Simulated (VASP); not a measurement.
# TaN (P6_3/mmc) in VASP: a series of runs

TaN is run at these levels: LDA, BLYP, r2SCAN0; tasks: single point.

All numbers are computed with VASP 6.6.1; they aren't measurements. Logs are shortened: lines on timing, memory, paths and dates and some standing lists are left out, and cuts for length are marked.

## 1. The cell of the first run

Symmetry: P6_3/mmc, No. 194, hexagonal system. The conventional cell has a = 2.922 Å, b = 2.922 Å, c = 5.917 Å, α = 90.00°, β = 90.00°, γ = 120.00°. Ta (site symmetry -3m) has 6 N at 2.24 Å and 8 Ta at 2.92 to 2.96 Å within 3.0 Å. Within 3.0 Å of N (site symmetry -6m2) lie 6 Ta at 2.24 Å and 6 N at 2.92 Å.

## 2. Single point, LDA

Input file INCAR:

```
SYSTEM = TaN
PREC     = Accurate       ! precision mode
ENCUT    = 700            ! plane-wave cutoff, eV
EDIFF    = 1E-6           ! SCF threshold, eV
ISMEAR   = -1             ! smearing method
SIGMA    = 0.05           ! smearing width, eV
LREAL    = .False.        ! projectors in reciprocal space
LASPH    = .True.         ! aspherical terms in the spheres
NELM     = 120            ! most SCF steps
ALGO     = Normal         ! electronic algorithm
ISIF     = 2              ! what is computed and relaxed
LWAVE    = .False.        ! write WAVECAR
LCHARG   = .False.        ! write CHGCAR
NBANDS   = 26             ! bands
GGA_COMPAT= .False.
```

Input file KPOINTS:

```
Automatic mesh
0
Gamma
  6 6 3
  0 0 0
```

Input file POSCAR:

```
TaN
1.0
    2.9217699809      0.0000000000      0.0000000000
   -1.4608849905      2.5303270275      0.0000000000
    0.0000000000      0.0000000000      5.9165150000
Ta N
2 2
Direct
    0.0000000000      0.0000000000      0.5000000000
    0.0000000000      0.0000000000      0.0000000000
    0.3333333333      0.6666666667      0.2500000000
    0.6666666667      0.3333333333      0.7500000000
```

Potentials or basis: VASP PAW LDA potentials, release 64 (Ta_sv_GW, N).

Run with:

```console
$ cat potpaw_LDA.64/Ta_sv_GW/POTCAR potpaw_LDA.64/N/POTCAR > POTCAR
$ mpirun -np 1 vasp_std > vasp.out
```

OUTCAR:

```text
SYSTEM = TaN
   PREC = Accurate
   ENCUT = 700
   EDIFF = 1E-6
   ISMEAR = -1
   LREAL = .False.
   LASPH = .True.
   NELM = 120
   ISIF = 2

 ion  position               nearest neighbor table
   1  0.000  0.000  0.500-   3 2.24   4 2.24   4 2.24   3 2.24   4 2.24   3 2.24   2 2.96   2 2.96

   2  0.000  0.000  0.000-   3 2.24   4 2.24   4 2.24   3 2.24   4 2.24   3 2.24   1 2.96   1 2.96

   3  0.333  0.667  0.250-   1 2.24   2 2.24   1 2.24   2 2.24   1 2.24   2 2.24
   4  0.667  0.333  0.750-   1 2.24   2 2.24   1 2.24   2 2.24   1 2.24   2 2.24

  LATTYP: Found a hexagonal cell.
 ALAT       =     2.9217699809
 C/A-ratio  =     2.0249763119

  Lattice vectors:

 A1 = (   2.9217699809,   0.0000000000,   0.0000000000)
 A2 = (  -1.4608849905,   2.5303270275,   0.0000000000)
 A3 = (   0.0000000000,   0.0000000000,   5.9165150000)

Analysis of symmetry for initial positions (statically):
=====================================================================
 Subroutine PRICEL returns:
 Original cell was already a primitive cell.

 Routine SETGRP: Setting up the symmetry group for a
 hexagonal supercell.

 Subroutine GETGRP returns: Found 24 space group operations
 (whereof 12 operations were pure point group operations)
 out of a pool of 24 trial point group operations.

The static configuration has the point symmetry D_3d.
 The point group associated with its full space group is D_6h.

Analysis of symmetry for dynamics (positions and initial velocities):
=====================================================================
 Subroutine PRICEL returns:
 Original cell was already a primitive cell.

 Routine SETGRP: Setting up the symmetry group for a
 hexagonal supercell.

 Subroutine GETGRP returns: Found 24 space group operations
 (whereof 12 operations were pure point group operations)
 out of a pool of 24 trial point group operations.

The dynamic configuration has the point symmetry D_3d.
 The point group associated with its full space group is D_6h.

 Subroutine INISYM returns: Found 24 space group operations
 (whereof 12 operations are pure point group operations),
 and found     1 'primitive' translations

----------------------------------------------------------------------------------------

                                     Primitive cell

  volume of cell :      43.7410

  direct lattice vectors                    reciprocal lattice vectors
     2.921769981  0.000000000  0.000000000     0.342258291  0.197602916  0.000000000
    -1.460884991  2.530327027  0.000000000     0.000000000  0.395205833  0.000000000
[... 80 lines left out ...]
   EDIFFG = 0.1E-04   stopping-criterion for IOM
   NSW    =      0    number of steps for IOM
   IBRION =     -1    ionic relax: 0-MD 1-quasi-New 2-CG
   NFREE  =      0    steps in history (QN), initial steepest desc. (CG)
   ISIF   =      2    stress and relaxation
   ISYM   =      2    0-nonsym 1-usesym 2-fastsym
   POTIM  = 0.5000    time-step for ionic-motion
   TEBEG  =    0.0;   TEEND  =   0.0 temperature during run
   PSTRESS=    0.0 pullay stress
   NELECT =      36.0000    total number of electrons
   NUPDOWN=      -1.0000    fix difference up-down
   EMIN   =  10.00;   EMAX   =-10.00  energy-range for DOS
   EFERMI =   0.00;   METHOD = LEGACY
   ISMEAR =    -1;   SIGMA  =   0.05  broadening in eV -4-tet -1-fermi 0-gaus
   EFERMI_NEDOS =   21; number of points for ismear=-14 and -15
   IALGO  =     38    algorithm
   IMIX   =      4    mixing-type and parameters
     AMIX     =   0.40;   BMIX     =  1.00
     AMIX_MAG =   1.60;   BMIX_MAG =  1.00
  volume/ion in A,a.u.               =      10.94        73.79
  Fermi-wavevector in a.u.,A,eV,Ry     =   1.534191  2.899201 32.024607  2.353742
  Thomas-Fermi vector in A             =   2.641153
   LORBIT       =      0    0 simple, 1 ext, 2 COOP (PROOUT), +10 PAW based schemes
   GGA     = CA    functional components
   LHFCALC =     F    Hartree Fock is set to
   AEXX    =    0.0000 exact exchange contribution
   IVDW    =     0    specifies the selected vdW correction
   LEPSILON=     F    determine dielectric tensor
   LRPA    =     F    only Hartree local field effects (RPA)
 non-spin polarized calculation
  energy-cutoff  :      700.00
  volume of cell :       43.74
 maximum number of plane-waves:      1852
 NGX is ok and might be reduce to    28
   NGX = 13   NGY = 13   NGZ = 25

 number of electron      36.0000002 magnetization

 Free energy of the ion-electron system (eV)
  ---------------------------------------------------
  ext. energy  EPLUGINS =         0.00000000
  ---------------------------------------------------
  free energy    TOTEN  =       -53.62820804 eV

  energy without entropy =      -53.62015662  energy(sigma->0) =      -53.62418233

 E-fermi :  11.7160     XC(G=0): -13.8920

 val. band max:       11.6632676904   @ k =   0.0000   0.0000   0.0000
 cond. band min:      11.8014230040   @ k =   0.1667   0.0000   0.0000
 fundamental gap:      0.1381553136
 Fermi energy:        11.7160115076

 k-point     1 :       0.0000    0.0000    0.0000
  band No.  band energies     occupation
      1     -56.2102      2.00000
      2     -56.1730      2.00000
      3     -23.4756      2.00000
      4     -22.7170      2.00000
      5     -22.4763      2.00000
      6     -22.4763      2.00000
[... 395 lines left out ...]
     25      19.8740      0.00000
     26      19.8740      0.00000

------------------------ aborting loop because EDIFF is reached ----------------------------------------

  FORCE on cell =-STRESS in cart. coord.  units (eV):
  Direction    XX          YY          ZZ          XY          YZ          ZX
  --------------------------------------------------------------------------------------
  -------------------------------------------------------------------------------------
  Total       -4.0920220     -4.0920220     -5.3601899      0.0000000      0.0000000     -0.0000000
  in kB     -149.8855951   -149.8855951   -196.3369807      0.0000000      0.0000000     -0.0000000
  external PRESSURE =    -165.3693903 kB  Pullay stress =       0.0000000 kB

 VOLUME and BASIS-vectors are now :
 -----------------------------------------------------------------------------
  energy-cutoff  :      700.00
  volume of cell :       43.74
      direct lattice vectors                 reciprocal lattice vectors
     2.921769981  0.000000000  0.000000000     0.342258291  0.197602916  0.000000000
    -1.460884991  2.530327027  0.000000000     0.000000000  0.395205833  0.000000000
     0.000000000  0.000000000  5.916515000     0.000000000  0.000000000  0.169018417

 POSITION                                       TOTAL-FORCE (eV/Angst)
 -----------------------------------------------------------------------------------
      0.00000      0.00000      2.95826         0.000000      0.000000      0.000000
      0.00000      0.00000      0.00000         0.000000      0.000000      0.000000
     -0.00000      1.68688      1.47913         0.000000      0.000000     -0.000000
      1.46088      0.84344      4.43739        -0.000000      0.000000     -0.000000
 -----------------------------------------------------------------------------------
    total drift:                                0.000000     -0.000000      0.000000

  FREE ENERGIE OF THE ION-ELECTRON SYSTEM (eV)
  ---------------------------------------------------
  free  energy   TOTEN  =       -53.6282080442 eV

  energy  without entropy=      -53.6201566179  energy(sigma->0) =      -53.62418233
```

stdout:

```text
POSCAR found type information on POSCAR TaN
 POSCAR found :  2 types and       4 ions
 scaLAPACK will be used
 LDA part: xc-table for (Slater(with rela. corr.)+CA(PZ))
 , standard interpolation
 POSCAR, INCAR and KPOINTS ok, starting setup
 FFT: planning ... GRIDC
 FFT: planning ... GRID_SOFT
 FFT: planning ... GRID
 WAVECAR not read
 entering main loop
```

Run time: 38 s. Hardware: 1 thread of Intel Xeon Platinum 8259CL at 2.50GHz (Skylake/Cascade Lake), shared host; peak memory 0.18 GiB.

Results:

```
Free energy            : -53.6282 eV
Pressure               : -16.5 GPa
Band gap on the k mesh : zero (bands 18 and 19 overlap by 1.18 eV)
```

Stress tensor (GPa, compression positive):
```
-14.99   0.00   0.00
  0.00 -14.99   0.00
  0.00   0.00 -19.63
```

Caveat: the k points lie up to 0.41 Å⁻¹ apart, too coarse for converged energies and pressures of a metal; spin-orbit coupling is left out, which moves the levels of the heavy elements.

## 3. Single point, BLYP

INCAR: that of step 2 with these lines changed.

```diff
@@ -12,3 +12,10 @@
 LWAVE    = .False.        ! write WAVECAR
-LCHARG   = .False.        ! write CHGCAR
+LCHARG   = .True.         ! write CHGCAR
+GGA      = B5             ! functional
+ALDAX    = 1.0          
+AGGAX    = 1.0          
+AGGAC    = 1.0          
+ALDAC    = 0.0          
+LELF     = .True.         ! ELF
+LVHAR    = .True.       
 NBANDS   = 26             ! bands
```

KPOINTS is that of step 2.

POSCAR is that of step 2.

Potentials or basis: VASP PAW PBE potentials, release 64 (Ta_sv_GW, N).

Run with:

```console
$ cat potpaw_PBE.64/Ta_sv_GW/POTCAR potpaw_PBE.64/N/POTCAR > POTCAR
$ mpirun -np 1 vasp_std > vasp.out
```

Wall time 38 s (1 thread of Intel Xeon 6975P-C (Granite Rapids), shared host); peak memory 0.2 GiB.

Results (log left out):

| Item | Value |
| --- | --- |
| Free energy | -45.1634 eV |
| Pressure | 10.1 GPa |
| Band gap on the k mesh | zero (bands 18 and 19 overlap by 1.15 eV) |

Stress tensor (GPa, compression positive):
```
10.86  0.00  0.00
 0.00 10.86  0.00
 0.00  0.00  8.53
```

Levels at points of the mesh, in eV from the Fermi level:
| k point | band 15 | band 16 | band 17 | band 18 | band 19 | band 20 | band 21 | band 22 |
| --- | --- | --- | --- | --- | --- | --- | --- | --- |
| (0.00, 0.00, 0.00) | -3.23 | -1.78 | -1.78 | -0.07 | -0.07 | 0.72 | 0.72 | 2.45 |
| (0.50, 0.00, 0.00) | -3.83 | -3.42 | -2.55 | -1.88 | 2.98 | 4.09 | 4.85 | 5.26 |

Caveat: the k points lie up to 0.41 Å⁻¹ apart, too coarse for converged energies and pressures of a metal; the PAW data sets were made with another functional, which shifts forces and pressure a little; spin-orbit coupling is left out, which moves the levels of the heavy elements.

## 4. Single point, r2SCAN0

POSCAR is that of step 3.

Input file INCAR.step1:

```
SYSTEM = TaN
PREC     = Accurate       ! precision mode
ENCUT    = 520            ! plane-wave cutoff, eV
EDIFF    = 1E-5           ! SCF threshold, eV
ISMEAR   = -1             ! smearing method
SIGMA    = 0.05           ! smearing width, eV
LREAL    = .False.        ! projectors in reciprocal space
LASPH    = .True.         ! aspherical terms in the spheres
NELM     = 80             ! most SCF steps
ALGO     = Normal         ! electronic algorithm
ISIF     = 2              ! what is computed and relaxed
LWAVE    = .True.         ! write WAVECAR
LCHARG   = .False.        ! write CHGCAR
NBANDS   = 24             ! bands
GGA      = PE             ! functional
```

Input file INCAR.step2:

```
SYSTEM = TaN
PREC     = Accurate       ! precision mode
ENCUT    = 520            ! plane-wave cutoff, eV
EDIFF    = 1E-7           ! SCF threshold, eV
ISMEAR   = -1             ! smearing method
SIGMA    = 0.05           ! smearing width, eV
LREAL    = .False.        ! projectors in reciprocal space
LASPH    = .True.         ! aspherical terms in the spheres
NELM     = 80             ! most SCF steps
ALGO     = Normal         ! electronic algorithm
ISIF     = 2              ! what is computed and relaxed
LWAVE    = .False.        ! write WAVECAR
LCHARG   = .False.        ! write CHGCAR
METAGGA  = R2SCAN         ! meta-GGA
LHFCALC  = .True.         ! exact exchange
AEXX     = 0.25           ! exact-exchange fraction
LMIXTAU  = .True.       
PRECFOCK = Normal       
NBANDS   = 24             ! bands
ISTART   = 1
```

KPOINTS is that of step 3.

Potentials or basis: VASP PAW PBE potentials, release 64 (Ta_pv, N).

Run with:

```console
$ cat potpaw_PBE.64/Ta_pv/POTCAR potpaw_PBE.64/N/POTCAR > POTCAR
$ cp INCAR.step1 INCAR
$ mpirun -np 1 vasp_std > vasp.out
$ cp INCAR.step2 INCAR
$ mpirun -np 1 vasp_std > vasp.out
```

Wall time 1.9 h (1 thread of Oxide Virtual Turin-like, shared host); peak memory 0.17 GiB.

The run converged. Its results:

| Item | Value |
| --- | --- |
| Free energy | -112.6953 eV |
| Pressure | -11.9 GPa |
| Band gap on the k mesh | zero (bands 16 and 17 overlap by 2.12 eV) |

Stress tensor (GPa, compression positive):
```
-11.10   0.00   0.00
  0.00 -11.10   0.00
  0.00   0.00 -13.50
```

Levels at points of the mesh, in eV from the Fermi level:
| k point | band 13 | band 14 | band 15 | band 16 | band 17 | band 18 | band 19 | band 20 |
| --- | --- | --- | --- | --- | --- | --- | --- | --- |
| (0.00, 0.00, 0.00) | -4.66 | -2.96 | -2.96 | 0.38 | 0.38 | 1.34 | 1.34 | 3.37 |
| (0.50, 0.00, 0.00) | -5.53 | -4.69 | -3.98 | -2.95 | 3.98 | 5.24 | 6.03 | 6.56 |

Caveat: the k points lie up to 0.41 Å⁻¹ apart, too coarse for converged energies and pressures of a metal; the PAW data sets were made with another functional, which shifts forces and pressure a little; spin-orbit coupling is left out, which moves the levels of the heavy elements.

## 5. The runs side by side

| level | potentials or basis | cutoff (eV) | grid for exact exchange (PRECFOCK) | share of exact exchange | gap on the mesh (eV) | pressure (GPa) |
| --- | --- | --- | --- | --- | --- | --- |
| LDA | VASP PAW LDA potentials, release 64 (Ta_sv_GW, N) | 700 | - | - | none | -16.5 |
| BLYP | VASP PAW PBE potentials, release 64 (Ta_sv_GW, N) | 700 | - | - | none | 10.1 |
| r2SCAN0 | VASP PAW PBE potentials, release 64 (Ta_pv, N) | 520 | Normal | 0.25 | none | -11.9 |

Alike in all rows: task single point; no spin polarisation; cell as given; k mesh 6 × 6 × 3; smearing fermi-dirac 0.05 eV.

Caveats: all runs use coarse meshes; spin-orbit coupling is left out, which moves the levels of the heavy elements; the PAW data sets were made with another functional, which shifts forces and pressure a little (at least some runs).

Total energies depend on the potentials used, so only differences within one code and one set of settings carry meaning.

The gap in the log of VASP goes by the Fermi energy; the results here count the filled bands.